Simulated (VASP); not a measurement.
# AlAuC4N4 (P-43m) in VASP: a series of runs

AlAuC4N4 is run at these levels: PBE; tasks: single point.

Everything below comes from runs of VASP 6.6.1. Logs are shortened: lines on timing, memory, paths and dates and some standing lists are left out, and cuts for length are marked.

### 1 The cell of the first run

Symmetry: P-43m, No. 215, cubic system. Conventional cell: a = 6.148 Å, b = 6.148 Å, c = 6.148 Å, α = 90.00°, β = 90.00°, γ = 90.00°. Al (site symmetry -43m) has 4 C at 1.97 Å within 2.6 Å. Within 1.6 Å of C (site symmetry 3m) lie 1 N at 1.16 Å. Au (site symmetry -43m) has 4 N at 2.19 Å within 2.9 Å. Within 1.6 Å of N (site symmetry 3m) lie 1 C at 1.16 Å.

### 2 Single point, PBE

File INCAR:

```
SYSTEM = AlAuC4N4
PREC     = Accurate       ! precision mode
ENCUT    = 700            ! plane-wave cutoff, eV
EDIFF    = 1E-6           ! SCF threshold, eV
ISMEAR   = 0              ! smearing method
SIGMA    = 0.02           ! smearing width, eV
LREAL    = .False.        ! projectors in reciprocal space
LASPH    = .True.         ! aspherical terms in the spheres
NELM     = 120            ! most SCF steps
ALGO     = Normal         ! electronic algorithm
ISIF     = 2              ! what is computed and relaxed
LWAVE    = .False.        ! write WAVECAR
LCHARG   = .False.        ! write CHGCAR
GGA      = PE             ! functional
NBANDS   = 40             ! bands
GGA_COMPAT= .False.
```

File KPOINTS:

```
Automatic mesh
0
Gamma
  4 4 4
  0 0 0
```

File POSCAR:

```
AlAuC4N4
1.0
    6.1477328017      0.0000000000      0.0000000000
    0.0000000000      6.1477328017      0.0000000000
    0.0000000000      0.0000000000      6.1477328017
Al C Au N
1 4 1 4
Direct
    0.0000000000      0.0000000000      0.0000000000
    0.1850114862      0.1850114862      0.1850114862
    0.1850114862      0.8149885138      0.8149885138
    0.8149885138      0.1850114862      0.8149885138
    0.8149885138      0.8149885138      0.1850114862
    0.5000000000      0.5000000000      0.5000000000
    0.2942143835      0.2942143835      0.2942143835
    0.2942143835      0.7057856165      0.7057856165
    0.7057856165      0.2942143835      0.7057856165
    0.7057856165      0.7057856165      0.2942143835
```

Potentials or basis: VASP PAW PBE potentials, release 64 (Al, C, Au_sv_GW, N).

The run is started by

```
$ cat potpaw_PBE.64/Al/POTCAR potpaw_PBE.64/C/POTCAR potpaw_PBE.64/Au_sv_GW/POTCAR potpaw_PBE.64/N/POTCAR > POTCAR
$ mpirun -np 1 vasp_std > vasp.out
```

OUTCAR:

```text
SYSTEM = AlAuC4N4
   PREC = Accurate
   ENCUT = 700
   EDIFF = 1E-6
   ISMEAR = 0
   LREAL = .False.
   LASPH = .True.
   NELM = 120
   ISIF = 2
   GGA = PE

 ion  position               nearest neighbor table
   1  0.000  0.000  0.000-   2 1.97   3 1.97   4 1.97   5 1.97
   2  0.185  0.185  0.185-   7 1.16   1 1.97
   3  0.185  0.815  0.815-   8 1.16   1 1.97
   4  0.815  0.185  0.815-   9 1.16   1 1.97
   5  0.815  0.815  0.185-  10 1.16   1 1.97
   6  0.500  0.500  0.500-   7 2.19   8 2.19   9 2.19  10 2.19
   7  0.294  0.294  0.294-   2 1.16   6 2.19
   8  0.294  0.706  0.706-   3 1.16   6 2.19
   9  0.706  0.294  0.706-   4 1.16   6 2.19
  10  0.706  0.706  0.294-   5 1.16   6 2.19

  LATTYP: Found a simple cubic cell.
 ALAT       =     6.1477328017

  Lattice vectors:

 A1 = (   6.1477328017,   0.0000000000,   0.0000000000)
 A2 = (   0.0000000000,   6.1477328017,   0.0000000000)
 A3 = (   0.0000000000,   0.0000000000,   6.1477328017)

Analysis of symmetry for initial positions (statically):
=====================================================================
 Subroutine PRICEL returns:
 Original cell was already a primitive cell.

 Routine SETGRP: Setting up the symmetry group for a
 simple cubic supercell.

 Subroutine GETGRP returns: Found 24 space group operations
 (whereof 24 operations were pure point group operations)
 out of a pool of 48 trial point group operations.

The static configuration has the point symmetry T_d .

Analysis of symmetry for dynamics (positions and initial velocities):
=====================================================================
 Subroutine PRICEL returns:
 Original cell was already a primitive cell.

 Routine SETGRP: Setting up the symmetry group for a
 simple cubic supercell.

 Subroutine GETGRP returns: Found 24 space group operations
 (whereof 24 operations were pure point group operations)
 out of a pool of 48 trial point group operations.

The dynamic configuration has the point symmetry T_d .

 Subroutine INISYM returns: Found 24 space group operations
 (whereof 24 operations are pure point group operations),
 and found     1 'primitive' translations

----------------------------------------------------------------------------------------

                                     Primitive cell

  volume of cell :     232.3512

  direct lattice vectors                    reciprocal lattice vectors
     6.147732802  0.000000000  0.000000000     0.162661591  0.000000000  0.000000000
     0.000000000  6.147732802  0.000000000     0.000000000  0.162661591  0.000000000
     0.000000000  0.000000000  6.147732802     0.000000000  0.000000000  0.162661591

  length of vectors
     6.147732802  6.147732802  6.147732802     0.162661591  0.162661591  0.162661591

  position of ions in fractional coordinates (direct lattice)
     0.000000000  0.000000000  0.000000000
     0.185011486  0.185011486  0.185011486
     0.185011486  0.814988514  0.814988514
     0.814988514  0.185011486  0.814988514
     0.814988514  0.814988514  0.185011486
     0.500000000  0.500000000  0.500000000
     0.294214383  0.294214383  0.294214383
     0.294214383  0.705785617  0.705785617
     0.705785617  0.294214383  0.705785617
     0.705785617  0.705785617  0.294214383

  ion indices of the primitive-cell ions
   primitive index   ion index
                 1           1
                 2           2
                 3           3
                 4           4
                 5           5
                 6           6
                 7           7
                 8           8
                 9           9
                10          10

----------------------------------------------------------------------------------------

 KPOINTS: Automatic mesh

Automatic generation of k-mesh.
 Grid dimensions read from file:
 generate k-points for:    4    4    4

 Generating k-lattice:

  Cartesian coordinates                     Fractional coordinates (reciprocal lattice)
     0.040665398  0.000000000  0.000000000     0.250000000  0.000000000  0.000000000
     0.000000000  0.040665398  0.000000000     0.000000000  0.250000000  0.000000000
     0.000000000  0.000000000  0.040665398     0.000000000  0.000000000  0.250000000

  Length of vectors
     0.040665398  0.040665398  0.040665398

  Shift w.r.t. Gamma in fractional coordinates (k-lattice)
     0.000000000  0.000000000  0.000000000

 Subroutine IBZKPT returns following result:
 ===========================================

 Found     10 irreducible k-points:

 Following reciprocal coordinates:
            Coordinates               Weight
  0.000000  0.000000  0.000000      1.000000
  0.250000  0.000000  0.000000      6.000000
  0.500000  0.000000  0.000000      3.000000
  0.250000  0.250000  0.000000     12.000000
  0.500000  0.250000  0.000000     12.000000
  0.500000  0.500000  0.000000      3.000000
  0.250000  0.250000  0.250000      8.000000
  0.500000  0.250000  0.250000     12.000000
  0.500000  0.500000  0.250000      6.000000
  0.500000  0.500000  0.500000      1.000000
   k-points           NKPTS =     10   k-points in BZ     NKDIM =     10   number of bands    NBANDS=     40
   number of dos      NEDOS =    301   number of ions     NIONS =     10
   total plane-waves  NPLWV = 157464
   dimension x,y,z NGX =    54 NGY =   54 NGZ =   54
   dimension x,y,z NGXF=   108 NGYF=  108 NGZF=  108
   ions per type =               1   4   1   4
   NGX,Y,Z   is equivalent  to a cutoff of  14.60, 14.60, 14.60 a.u.
   NGXF,Y,Z  is equivalent  to a cutoff of  29.21, 29.21, 29.21 a.u.
 SYSTEM =  AlAuC4N4
   PREC   = accura    normal or accurate (medium, high low for compatibility)
   ISTART =      0    job   : 0-new  1-cont  2-samecut
   ICHARG =      2    charge: 1-file 2-atom 10-const
   ISPIN  =      1    spin polarized calculation?
   LNONCOLLINEAR =      F non collinear calculations
   LSORBIT =      F    spin-orbit coupling
   LASPH  =      T    aspherical Exc in radial PAW
   ENCUT  =  700.0 eV  51.45 Ry    7.17 a.u.  13.26 13.26 13.26*2*pi/ulx,y,z
   NELM   =    120;   NELMIN=  2; NELMDL= -5     # of ELM steps
   EDIFF  = 0.1E-05   stopping-criterion for ELM
   LREAL  =      F    real-space projection
   EDIFFG = 0.1E-04   stopping-criterion for IOM
   NSW    =      0    number of steps for IOM
   IBRION =     -1    ionic relax: 0-MD 1-quasi-New 2-CG
   NFREE  =      0    steps in history (QN), initial steepest desc. (CG)
   ISIF   =      2    stress and relaxation
   ISYM   =      2    0-nonsym 1-usesym 2-fastsym
   POTIM  = 0.5000    time-step for ionic-motion
   TEBEG  =    0.0;   TEEND  =   0.0 temperature during run
   PSTRESS=    0.0 pullay stress
   NELECT =      58.0000    total number of electrons
   NUPDOWN=      -1.0000    fix difference up-down
   EMIN   =  10.00;   EMAX   =-10.00  energy-range for DOS
   EFERMI =   0.00;   METHOD = LEGACY
   ISMEAR =     0;   SIGMA  =   0.02  broadening in eV -4-tet -1-fermi 0-gaus
   EFERMI_NEDOS =   21; number of points for ismear=-14 and -15
   IALGO  =     38    algorithm
   IMIX   =      4    mixing-type and parameters
     AMIX     =   0.40;   BMIX     =  1.00
     AMIX_MAG =   1.60;   BMIX_MAG =  1.00
  volume/ion in A,a.u.               =      23.24       156.80
  Fermi-wavevector in a.u.,A,eV,Ry     =   1.030788  1.947906 14.456504  1.062523
  Thomas-Fermi vector in A             =   2.164903
   LORBIT       =      0    0 simple, 1 ext, 2 COOP (PROOUT), +10 PAW based schemes
   GGA     = PE    functional components
   LHFCALC =     F    Hartree Fock is set to
   AEXX    =    0.0000 exact exchange contribution
   IVDW    =     0    specifies the selected vdW correction
   LEPSILON=     F    determine dielectric tensor
   LRPA    =     F    only Hartree local field effects (RPA)
 non-spin polarized calculation
 Gauss-broadening in eV      SIGMA  =   0.02
  energy-cutoff  :      700.00
  volume of cell :      232.35
 maximum number of plane-waves:      9812
 NGX is ok and might be reduce to    54
   NGX = 27   NGY = 27   NGZ = 27

 number of electron      58.0000002 magnetization

 Free energy of the ion-electron system (eV)
  ---------------------------------------------------
  ext. energy  EPLUGINS =         0.00000000
  ---------------------------------------------------
  free energy    TOTEN  =       -72.58553265 eV

  energy without entropy =      -72.58553265  energy(sigma->0) =      -72.58553265

 E-fermi :  -1.4105     XC(G=0):  -6.7863

 val. band max:       -1.6082804436   @ k =   0.5000   0.5000   0.0000
 cond. band min:       1.8799453688   @ k =   0.5000   0.0000   0.0000
 fundamental gap:      3.4882258124
 Fermi energy:        -1.4105120636

 k-point     1 :       0.0000    0.0000    0.0000
  band No.  band energies     occupation
      1    -104.7513      2.00000
      2     -56.1270      2.00000
      3     -56.1270      2.00000
      4     -56.1270      2.00000
      5     -18.8698      2.00000
      6     -18.7893      2.00000
[... 32 lines left out ...]
     39       4.9531      0.00000
     40       6.8177      0.00000

 k-point     2 :       0.2500    0.0000    0.0000
  band No.  band energies     occupation
      1    -104.7513      2.00000
      2     -56.1270      2.00000
      3     -56.1270      2.00000
      4     -56.1270      2.00000
      5     -18.8581      2.00000
      6     -18.8011      2.00000
[... 333 lines left out ...]
     39       5.7866      0.00000
     40       5.7884      0.00000

 k-point    10 :       0.5000    0.5000    0.5000
  band No.  band energies     occupation
      1    -104.7513      2.00000
      2     -56.1270      2.00000
      3     -56.1270      2.00000
      4     -56.1270      2.00000
      5     -18.8371      2.00000
      6     -18.7994      2.00000
[... 32 lines left out ...]
     39       5.7588      0.00000
     40       5.7588      0.00000

------------------------ aborting loop because EDIFF is reached ----------------------------------------

  FORCE on cell =-STRESS in cart. coord.  units (eV):
  Direction    XX          YY          ZZ          XY          YZ          ZX
  --------------------------------------------------------------------------------------
  -------------------------------------------------------------------------------------
  Total        0.3415526      0.3415526      0.3415526      0.0000000     -0.0000000     -0.0000000
  in kB        2.3551750      2.3551750      2.3551750      0.0000000     -0.0000000     -0.0000000
  external PRESSURE =       2.3551750 kB  Pullay stress =       0.0000000 kB

 VOLUME and BASIS-vectors are now :
 -----------------------------------------------------------------------------
  energy-cutoff  :      700.00
  volume of cell :      232.35
      direct lattice vectors                 reciprocal lattice vectors
     6.147732802  0.000000000  0.000000000     0.162661591  0.000000000  0.000000000
     0.000000000  6.147732802  0.000000000     0.000000000  0.162661591  0.000000000
     0.000000000  0.000000000  6.147732802     0.000000000  0.000000000  0.162661591

 POSITION                                       TOTAL-FORCE (eV/Angst)
 -----------------------------------------------------------------------------------
      0.00000      0.00000      0.00000         0.000000     -0.000000     -0.000000
      1.13740      1.13740      1.13740        -0.231281     -0.231281     -0.231281
      1.13740      5.01033      5.01033        -0.231281      0.231281      0.231281
      5.01033      1.13740      5.01033         0.231281     -0.231281      0.231281
      5.01033      5.01033      1.13740         0.231281      0.231281     -0.231281
      3.07387      3.07387      3.07387         0.000000     -0.000000     -0.000000
      1.80875      1.80875      1.80875         0.219655      0.219655      0.219655
      1.80875      4.33898      4.33898         0.219655     -0.219655     -0.219655
      4.33898      1.80875      4.33898        -0.219655      0.219655     -0.219655
      4.33898      4.33898      1.80875        -0.219655     -0.219655      0.219655
 -----------------------------------------------------------------------------------
    total drift:                                0.000000      0.000000      0.000000

  FREE ENERGIE OF THE ION-ELECTRON SYSTEM (eV)
  ---------------------------------------------------
  free  energy   TOTEN  =       -72.5855326487 eV

  energy  without entropy=      -72.5855326487  energy(sigma->0) =      -72.58553265
```

Run time: 2.9 min. Hardware: 1 thread of AMD EPYC 7R13 (Zen 3), shared host; peak memory 0.46 GiB.

Results:

```yaml
Free_energy: -72.5855 eV
Pressure: 0.2 GPa
Largest_force: 0.401 eV/Å
Band_gap_on_the_k_mesh: 3.49 eV (least direct gap 3.51 eV)
```

Forces in eV/Å, atoms in the order of the input:
```
Al   0.000  0.000  0.000
C   -0.231 -0.231 -0.231
C   -0.231  0.231  0.231
C    0.231 -0.231  0.231
C    0.231  0.231 -0.231
Au   0.000  0.000  0.000
N    0.220  0.220  0.220
N    0.220 -0.220 -0.220
N   -0.220  0.220 -0.220
N   -0.220 -0.220  0.220
```

Caveat: spin-orbit coupling is left out, which moves the levels of the heavy elements.

### 3 Single point, PBE

This run uses another cell than the first one, of 23.18 Å³/atom.

File INCAR:

```
PREC     = Accurate       # precision mode
ENCUT    = 700            # plane-wave cutoff, eV
EDIFF    = 1E-6           # SCF threshold, eV
ISMEAR   = 0              # smearing method
SIGMA    = 0.1            # smearing width, eV
LREAL    = False          # projectors in reciprocal space
LASPH    = True           # aspherical terms in the spheres
NELM     = 120            # most SCF steps
ALGO     = Normal         # electronic algorithm
ISIF     = 2              # what is computed and relaxed
LWAVE    = False          # write WAVECAR
LCHARG   = False          # write CHGCAR
GGA      = PE             # functional
NBANDS   = 40             # bands
GGA_COMPAT= False
```

File KPOINTS:

```
regular mesh
0
Gamma
  4 4 4
```

File POSCAR:

```
AlAuC4N4
1.0
    6.1432043168      0.0000000000      0.0000000000
    0.0000000000      6.1432043168      0.0000000000
    0.0000000000      0.0000000000      6.1432043168
Al C Au N
1 4 1 4
Direct
    0.0000000000      0.0000000000      0.0000000000
    0.1850689088      0.1850689088      0.1850689088
    0.1850689088      0.8149310912      0.8149310912
    0.8149310912      0.1850689088      0.8149310912
    0.8149310912      0.8149310912      0.1850689088
    0.5000000000      0.5000000000      0.5000000000
    0.2943223242      0.2943223242      0.2943223242
    0.2943223242      0.7056776758      0.7056776758
    0.7056776758      0.2943223242      0.7056776758
    0.7056776758      0.7056776758      0.2943223242
```

Potentials or basis: VASP PAW PBE potentials, release 64 (Al, C, Au_sv_GW, N).

The run is started by

```
$ cat potpaw_PBE.64/Al/POTCAR potpaw_PBE.64/C/POTCAR potpaw_PBE.64/Au_sv_GW/POTCAR potpaw_PBE.64/N/POTCAR > POTCAR
$ mpirun -np 1 vasp_std > vasp.out
```

Wall time 2 min (1 thread of Intel Xeon 6975P-C (Granite Rapids), shared host); peak memory 0.49 GiB.

The run converged. Its results:

* Free energy: -72.5848 eV
* Pressure: 0.3 GPa
* Largest force: 0.429 eV/Å
* Band gap on the k mesh: 3.49 eV (least direct gap 3.51 eV)

Forces on the atoms (eV/Å):
```
Al   0.000  0.000  0.000
C   -0.248 -0.248 -0.248
C   -0.248  0.248  0.248
C    0.248 -0.248  0.248
C    0.248  0.248 -0.248
Au   0.000  0.000  0.000
N    0.233  0.233  0.233
N    0.233 -0.233 -0.233
N   -0.233  0.233 -0.233
N   -0.233 -0.233  0.233
```

Levels at points of the mesh, in eV from the valence-band top:
```
           k point  band 27  band 28  band 29  band 30  band 31  band 32
(0.00, 0.00, 0.00)    -0.22    -0.22    -0.22     3.56     3.56     3.56
(0.50, 0.00, 0.00)    -0.14    -0.02    -0.02     3.49     3.49     3.75
(0.50, 0.50, 0.00)    -0.15     0.00     0.00     3.64     3.64     3.71
(0.50, 0.50, 0.50)    -0.14    -0.14    -0.14     3.80     3.80     3.80
```

Caveat: spin-orbit coupling is left out, which moves the levels of the heavy elements. A k mesh can miss the band edges.
